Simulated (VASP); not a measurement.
Runs of VASP 6.6.1 on Al3BSb4. The structure is that of space group P-43m (No. 215), or close to it. The cells are those of the table. 

```tsv
task	cell	k mesh	pressure (GPa)	relaxed volume (Å³/atom)
single point	a = 5.997 Å, 8 atoms	6 × 6 × 6	(a)	-
single point	a = 5.993 Å, 8 atoms	4 × 4 × 4	0.3	-
single point	a = 5.593 Å, 8 atoms	4 × 4 × 4	21.9	-
relaxation of cell and atoms	relaxed from a = 5.593 Å, 8 atoms	4 × 4 × 4	0.0	27.03
relaxation of cell and atoms	relaxed from a = 5.993 Å, 8 atoms	6 × 6 × 6	0.0	(b)
```

Alike in all rows: level PBE; potentials or basis VASP PAW PBE potentials, release 64 (Al, B, Sb); no spin polarisation; cutoff (eV) 500; smearing gaussian 0.1 eV.

Estimate the missing entries.

(a) 0.2; (b) 27.05.

Caveats: the volume moved by over 15 % at a fixed basis, so the end points are rough (some runs).
